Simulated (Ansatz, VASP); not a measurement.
One calculation of Ta2Ru, two programs

```
Ta Ru
1.0
    -1.60285    1.60285    4.88697
     1.60285   -1.60285    4.88697
     1.60285    1.60285   -4.88697
Ta Ru
2 1
Direct
  0.66254 0.66254 0.00000
  0.33746 0.33746 0.00000
  0.00000 0.00000 0.00000
```

Alike in both runs: functional PBE; k mesh 8 × 8 × 8; occupations gaussian, width 0.1 eV; no spin polarisation.

Ansatz relaxed the structure, and its values are those at the end. VASP's run is a single point on that final structure, the one shown.

|  | VASP | Ansatz |
| --- | --- | --- |
| version | VASP 6.6.1 | Ansatz 0.2.0 |
| potentials or method | VASP PAW PBE potentials, release 64 (Ta_pv, Ru_pv), cutoff 520 eV | scalar-relativistic, plane waves, PAW |
| valence electrons in the cell | 36 | 42 |

Ansatz gave:

* gap on the k mesh at the Fermi level (eV): none
* pressure (GPa): 0.0
* rms of the force components (eV/Å): 0.004

Task: What did VASP give for the same quantities?

Result: gap on the k mesh at the Fermi level (eV): none; pressure (GPa): 0.1; rms of the force components (eV/Å): 0.001.

A gap of «none» marks a metal or a gap that the smearing closes. VASP's potentials hold 36 valence electrons a cell and Ansatz's 42, so a difference there can come from the potentials and not from the codes.

Spin-orbit coupling is off throughout.
